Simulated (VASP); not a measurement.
Runs of VASP 6.6.1 on Pb. The structure is that of space group P6_3/mmc (No. 194), or close to it. The cells are those of the table. This isn't the form of Pb at room conditions, which is fcc.

```tsv
cell	k mesh	smearing	gap on the mesh (eV)	pressure (GPa)
a = 3.548, b = 3.548, c = 11.571 Å, angles 90.0, 90.0, 120.0°, 4 atoms	9 × 9 × 3	fermi-dirac 0.05 eV	none	(a)
a = 3.524, b = 3.524, c = 11.495 Å, angles 90.0, 90.0, 120.0°, 4 atoms	7 × 7 × 2	methfessel-paxton 0.01 eV	none	-2.7
a = 3.524, b = 3.524, c = 11.495 Å, angles 90.0, 90.0, 120.0°, 4 atoms	7 × 7 × 2	methfessel-paxton 0.005 eV	none	-2.7
a = 3.524, b = 3.524, c = 11.495 Å, angles 90.0, 90.0, 120.0°, 4 atoms	7 × 7 × 2	methfessel-paxton 0.05 eV	none	-2.7
a = 3.501, b = 3.501, c = 11.418 Å, angles 90.0, 90.0, 120.0°, 4 atoms	9 × 9 × 3	fermi-dirac 0.05 eV	none	-2.1
```

Alike in all rows: task single point; level LDA; potentials or basis VASP PAW LDA potentials, release 64 (Pb_d); no spin polarisation; cutoff (eV) 520.

Task: Fill in the values left out.

Result: (a) -3.7.

Caveats: spin-orbit coupling is left out, which moves the levels of the heavy elements; the cell stands under tension (at least some runs).

A k mesh can miss the band edges, and the runs leave out spin-orbit coupling on Pb.

A gap of «none» marks levels without a gap at the run's occupations.
